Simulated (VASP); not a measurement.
Here is a VASP 6.6.1 calculation.

File INCAR:

```
SYSTEM = Co
PREC = Accurate
ENCUT = 520
EDIFF = 1E-7
ISMEAR = -1
SIGMA = 0.05
LREAL = .FALSE.
LASPH = .TRUE.
NELM = 150
ALGO = Normal
ISIF = 2
LWAVE = .FALSE.
LCHARG = .TRUE.
MAGMOM = 0 0 -1.69 0 0 -1.69
LORBIT = 11
LSORBIT = .TRUE.
GGA_COMPAT = .FALSE.
LORBMOM = .TRUE.
LMAXMIX = 4
GGA = PE
LVHAR = .TRUE.
NBANDS = 30
```

Contents of KPOINTS:

```
regular mesh
0
G
  14 14 8
  0 0 0
```

The input POSCAR:

```
Co
1.0
    2.4935225139      0.0000000000      0.0000000000
   -1.2467612569      2.1594538420      0.0000000000
    0.0000000000      0.0000000000      4.0277857565
Co
2
Direct
    0.3333333333      0.6666666667      0.2500000000
    0.6666666667      0.3333333333      0.7500000000
```

Potentials or basis: VASP PAW PBE potentials, release 64 (Co).

Run with:

```bash
$ cat potpaw_PBE.64/Co/POTCAR > POTCAR
$ mpirun -np 1 vasp_ncl > vasp.out
```

Task: Predict the net moment.

Result: 3.15 μB per cell.

Task: Estimate the pressure.

Result: -0.8 GPa.

Moments on the atoms (μB; x, y, z):
```
Co   0.00  0.00 -1.60
Co   0.00  0.00 -1.60
```
